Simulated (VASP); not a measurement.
# Ge (I4_1/amd) in VASP: notebook, part 2 of 2

VASP 6.6.1. The steps go on from the part before.

## 4. Relaxation of cell and atoms, revPBE+D4

INCAR

```
ALGO     = Normal         # electronic algorithm
EDIFF    = 1E-7           # SCF threshold, eV
EDIFFG   = -0.01          # ionic threshold
ENCUT    = 600            # plane-wave cutoff, eV
GGA      = RE             # functional
IBRION   = 2              # ionic algorithm
ISIF     = 3              # what is computed and relaxed
ISMEAR   = -1             # smearing method
IVDW     = 13             # dispersion correction
LASPH    = True           # aspherical terms in the spheres
LCHARG   = False          # write CHGCAR
LREAL    = False          # projectors in reciprocal space
LWAVE    = False          # write WAVECAR
NELM     = 80             # most SCF steps
NSW      = 60             # ionic steps
PREC     = Accurate       # precision mode
SIGMA    = 0.05           # smearing width, eV
```

KPOINTS

```
k-points
0
Gamma
  11 11 11
```

POSCAR

```
Ge
1.0
   -2.5744897190      2.5744897190      1.3974126432
    2.5744897190     -2.5744897190      1.3974126432
    2.5744897190      2.5744897190     -1.3974126432
Ge
2
Direct
    0.5000000000      0.5000000000      0.0000000000
    0.2500000000      0.7500000000      0.5000000000
```

Potentials or basis: VASP PAW PBE potentials, release 64 (Ge_d).

Run with:

```console
cat potpaw_PBE.64/Ge_d/POTCAR > POTCAR
mpirun -np 1 vasp_std > vasp.out
```

OUTCAR:

```text
EDIFF = 1E-7
   EDIFFG = -0.01
   ENCUT = 600
   GGA = RE
   IBRION = 2
   ISIF = 3
   ISMEAR = -1
   IVDW = 13
   LASPH = True
   LREAL = False
   NELM = 80
   NSW = 60
   PREC = Accurate

 ion  position               nearest neighbor table
   1  0.500  0.500  0.000-   2 2.67   2 2.67   2 2.67   2 2.67
   2  0.250  0.750  0.500-   1 2.67   1 2.67   1 2.67   1 2.67

  LATTYP: Found a body centered tetragonal cell.
 ALAT       =     5.1489794380
 C/A-ratio  =     0.5427920853

  Lattice vectors:

 A1 = (  -2.5744897190,   2.5744897190,   1.3974126432)
 A2 = (   2.5744897190,  -2.5744897190,   1.3974126432)
 A3 = (   2.5744897190,   2.5744897190,  -1.3974126432)

Analysis of symmetry for initial positions (statically):
=====================================================================
 Subroutine PRICEL returns:
 Original cell was already a primitive cell.

 Routine SETGRP: Setting up the symmetry group for a
 body centered tetragonal supercell.

 Subroutine GETGRP returns: Found 16 space group operations
 (whereof  8 operations were pure point group operations)
 out of a pool of 16 trial point group operations.

The static configuration has the point symmetry D_2d.
 The point group associated with its full space group is D_4h.

Analysis of symmetry for dynamics (positions and initial velocities):
=====================================================================
 Subroutine PRICEL returns:
 Original cell was already a primitive cell.

 Routine SETGRP: Setting up the symmetry group for a
 body centered tetragonal supercell.

 Subroutine GETGRP returns: Found 16 space group operations
 (whereof  8 operations were pure point group operations)
 out of a pool of 16 trial point group operations.

The dynamic configuration has the point symmetry D_2d.
 The point group associated with its full space group is D_4h.

 Subroutine INISYM returns: Found 16 space group operations
 (whereof  8 operations are pure point group operations),
 and found     1 'primitive' translations

----------------------------------------------------------------------------------------

                                     Primitive cell

  volume of cell :      37.0482

  direct lattice vectors                    reciprocal lattice vectors
    -2.574489719  2.574489719  1.397412643     0.000000000  0.194213244  0.357804119
     2.574489719 -2.574489719  1.397412643     0.194213244  0.000000000  0.357804119
     2.574489719  2.574489719 -1.397412643     0.194213244  0.194213244  0.000000000

  length of vectors
     3.899840602  3.899840602  3.899840602     0.407114937  0.407114937  0.274659004

  position of ions in fractional coordinates (direct lattice)
     0.500000000  0.500000000  0.000000000
     0.250000000  0.750000000  0.500000000

  ion indices of the primitive-cell ions
   primitive index   ion index
                 1           1
                 2           2

----------------------------------------------------------------------------------------

 KPOINTS: k-points

Automatic generation of k-mesh.
 Grid dimensions read from file:
 generate k-points for:   11   11   11

 Generating k-lattice:

  Cartesian coordinates                     Fractional coordinates (reciprocal lattice)
     0.000000000  0.017655749  0.032527647     0.090909091 -0.000000000  0.000000000
     0.017655749  0.000000000  0.032527647    -0.000000000  0.090909091  0.000000000
     0.017655749  0.017655749  0.000000000     0.000000000  0.000000000  0.090909091

  Length of vectors
     0.037010449  0.037010449  0.024969000

  Shift w.r.t. Gamma in fractional coordinates (k-lattice)
     0.000000000  0.000000000  0.000000000

 Subroutine IBZKPT returns following result:
 ===========================================

 Found    126 irreducible k-points:

 Following reciprocal coordinates:
            Coordinates               Weight
  0.000000  0.000000  0.000000      1.000000
  0.090909  0.000000 -0.000000      8.000000
  0.181818  0.000000 -0.000000      8.000000
  0.272727  0.000000  0.000000      8.000000
  0.363636  0.000000 -0.000000      8.000000
  0.454545  0.000000 -0.000000      8.000000
[... 16 lines left out ...]
 -0.272727  0.181818  0.000000     16.000000
 -0.181818  0.181818  0.000000      4.000000
 [... further k-points ...]
   k-points           NKPTS =    126   k-points in BZ     NKDIM =    126   number of bands    NBANDS=     18
   number of dos      NEDOS =    301   number of ions     NIONS =      2
   total plane-waves  NPLWV =  32768
   dimension x,y,z NGX =    32 NGY =   32 NGZ =   32
   dimension x,y,z NGXF=    64 NGYF=   64 NGZF=   64
   ions per type =               2
   NGX,Y,Z   is equivalent  to a cutoff of  13.64, 13.64, 13.64 a.u.
   NGXF,Y,Z  is equivalent  to a cutoff of  27.28, 27.28, 27.28 a.u.
 SYSTEM =  unknown system
   PREC   = accura    normal or accurate (medium, high low for compatibility)
   ISTART =      0    job   : 0-new  1-cont  2-samecut
   ICHARG =      2    charge: 1-file 2-atom 10-const
   ISPIN  =      1    spin polarized calculation?
   LNONCOLLINEAR =      F non collinear calculations
   LSORBIT =      F    spin-orbit coupling
   LASPH  =      T    aspherical Exc in radial PAW
   ENCUT  =  600.0 eV  44.10 Ry    6.64 a.u.   7.79  7.79  7.79*2*pi/ulx,y,z
   NELM   =     80;   NELMIN=  2; NELMDL= -5     # of ELM steps
   EDIFF  = 0.1E-06   stopping-criterion for ELM
   LREAL  =      F    real-space projection
   EDIFFG = -.1E-01   stopping-criterion for IOM
   NSW    =     60    number of steps for IOM
   IBRION =      2    ionic relax: 0-MD 1-quasi-New 2-CG
   NFREE  =      1    steps in history (QN), initial steepest desc. (CG)
   ISIF   =      3    stress and relaxation
   ISYM   =      2    0-nonsym 1-usesym 2-fastsym
   POTIM  = 0.5000    time-step for ionic-motion
   TEBEG  =    0.0;   TEEND  =   0.0 temperature during run
   PSTRESS=    0.0 pullay stress
   NELECT =      28.0000    total number of electrons
   NUPDOWN=      -1.0000    fix difference up-down
   EMIN   =  10.00;   EMAX   =-10.00  energy-range for DOS
   EFERMI =   0.00;   METHOD = LEGACY
   ISMEAR =    -1;   SIGMA  =   0.05  broadening in eV -4-tet -1-fermi 0-gaus
   EFERMI_NEDOS =   21; number of points for ismear=-14 and -15
   IALGO  =     38    algorithm
   IMIX   =      4    mixing-type and parameters
     AMIX     =   0.40;   BMIX     =  1.00
     AMIX_MAG =   1.60;   BMIX_MAG =  1.00
  volume/ion in A,a.u.               =      18.52       125.01
  Fermi-wavevector in a.u.,A,eV,Ry     =   1.491209  2.817976 30.255333  2.223704
  Thomas-Fermi vector in A             =   2.603893
   LORBIT       =      0    0 simple, 1 ext, 2 COOP (PROOUT), +10 PAW based schemes
   GGA     = RE    functional components
   LHFCALC =     F    Hartree Fock is set to
   AEXX    =    0.0000 exact exchange contribution
   IVDW    =    13    specifies the selected vdW correction
   LEPSILON=     F    determine dielectric tensor
   LRPA    =     F    only Hartree local field effects (RPA)
 conjugate gradient relaxation of ions
 non-spin polarized calculation
  energy-cutoff  :      600.00
  volume of cell :       37.05
 maximum number of plane-waves:      1258
   NGX = 15   NGY = 15   NGZ = 15

--------------------------------------- Ionic step        1  -------------------------------------------

 number of electron      28.0000000 magnetization

 Free energy of the ion-electron system (eV)
  ---------------------------------------------------
  ext. energy  EPLUGINS =         0.00000000
  ---------------------------------------------------
  free energy    TOTEN  =        -7.93448529 eV

  energy without entropy =       -7.92644409  energy(sigma->0) =       -7.93046469

------------------------ aborting loop because EDIFF is reached ----------------------------------------

  DFT-D4 for vdW energy calculation

  Edisp (eV):   -1.30746
[... 71 lines left out ...]
--------------------------------------- Ionic step        3  -------------------------------------------

 number of electron      27.9999996 magnetization

 Free energy of the ion-electron system (eV)
  ---------------------------------------------------
  ext. energy  EPLUGINS =         0.00000000
  ---------------------------------------------------
  free energy    TOTEN  =        -7.92258939 eV

  energy without entropy =       -7.91451289  energy(sigma->0) =       -7.91855114

 E-fermi :   7.0380     XC(G=0): -11.2949

 val. band max:        7.0156606665   @ k =   0.4545   0.2727   0.0909
 cond. band min:       7.0656472790   @ k =  -0.1818  -0.4545   0.0909
 fundamental gap:      0.0499866126
 Fermi energy:         7.0380124111

 k-point     1 :       0.0000    0.0000    0.0000
  band No.  band energies     occupation
      1     -17.8086      2.00000
      2     -17.7655      2.00000
      3     -17.7328      2.00000
      4     -17.7321      2.00000
      5     -17.6238      2.00000
      6     -17.6238      2.00000
[... 481 lines left out ...]
      5     -17.6320      2.00000
      6     -17.6158      2.00000
[... 10 lines left out ...]
     17      13.0761      0.00000
     18      15.1831      0.00000

 [... further k-points ...]

------------------------ aborting loop because EDIFF is reached ----------------------------------------

  DFT-D4 for vdW energy calculation

  Edisp (eV):   -1.32030
[... 25 lines left out ...]
  FREE ENERGIE OF THE ION-ELECTRON SYSTEM (eV)
  ---------------------------------------------------
  free  energy   TOTEN  =        -9.2428886694 eV

  energy  without entropy=       -9.2348121747  energy(sigma->0) =       -9.23885042

 reached required accuracy - stopping structural energy minimisation
```

Wall time 98 s (1 thread of Intel Xeon Platinum 8488C (Sapphire Rapids), shared host); peak memory 0.24 GiB.

Results:

* Free energy: -9.2429 eV
* Relaxed volume: 18.33 Å³/atom
* Relaxed cell: a = 3.887 Å, b = 3.887 Å, c = 3.887 Å, α = 97.37°, β = 97.37°, γ = 138.03°
* Space group after relaxing (to 0.1 Å): I4_1/amd (No. 141)
* Energy gained by relaxing: 0.5 meV/atom
* Ionic steps: 3
* Pressure after relaxing: 0.0 GPa
* Band gap on the k mesh: zero (bands 14 and 15 overlap by 4.80 eV)
* Dispersion energy per atom: -0.660 eV

Step by step:
```csv
step,energy change (eV),largest force (eV/Å),pressure (GPa),volume (Å³)
1,0.0000,0.0000,-0.77,37.05
2,-0.0009,0.0000,0.20,36.57
3,-0.0009,0.0000,0.02,36.67
```

Final structure:
```
CELL_PARAMETERS angstrom
-2.56614 2.56614 1.39199
2.56614 -2.56614 1.39199
2.56614 2.56614 -1.39199
ATOMIC_POSITIONS crystal
Ge 0.50000 0.50000 0.00000
Ge 0.25000 0.75000 0.50000
```

Caveat: the PAW data sets were made with another functional, which shifts forces and pressure a little.

## 5. Overview

| level | gap on the mesh (eV) | pressure (GPa) | relaxed volume (Å³/atom) |
| --- | --- | --- | --- |
| RPBE+D4 | none | 0.0 | 18.24 |
| revPBE+D3(BJ) | none | 0.0 | 18.20 |
| revPBE+D4 | none | 0.0 | 18.33 |

Alike in all rows: task relaxation of cell and atoms; potentials or basis VASP PAW PBE potentials, release 64 (Ge_d); no spin polarisation; cell relaxed; k mesh 11 × 11 × 11; cutoff (eV) 600; smearing fermi-dirac 0.05 eV.

Caveats: the PAW data sets were made with another functional, which shifts forces and pressure a little.

Absolute energies hang on the potentials; compare differences alone.
